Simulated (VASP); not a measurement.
Here is a VASP 6.6.1 calculation.

The input INCAR:

```
SYSTEM = Cr
PREC = Accurate
ENCUT = 520
EDIFF = 1E-7
ISMEAR = 0
SIGMA = 0.1
LREAL = .False.
LASPH = .True.
NELM = 80
ALGO = Normal
ISIF = 2
LWAVE = .False.
LCHARG = .True.
GGA = CA
LELF = .True.
LVHAR = .True.
NBANDS = 12
```

The input KPOINTS:

```
Automatic mesh
0
Gamma
  20 20 20
  0 0 0
```

POSCAR

```
Cr
1.0
   -1.3941575143      1.3941575143      1.3941575143
    1.3941575143     -1.3941575143      1.3941575143
    1.3941575143      1.3941575143     -1.3941575143
Cr
1
Direct
    0.0000000000      0.0000000000      0.0000000000
```

Potentials or basis: VASP PAW LDA potentials, release 64 (Cr_pv).

The run is started by

```sh
$ cat potpaw_LDA.64/Cr_pv/POTCAR > POTCAR
$ mpirun -np 1 vasp_std > vasp.out
```

Estimate the pressure.

0.1 GPa.

What does it give for the band gap on the k mesh?

Zero (band 6 reaches 14.43 eV, above the bottom of band 7 at 10.72 eV).

Caveat: the run has no spin polarisation, though such a crystal can be magnetic. Spin polarisation is off, so any magnetic state and its effect on volume and gap are missing.
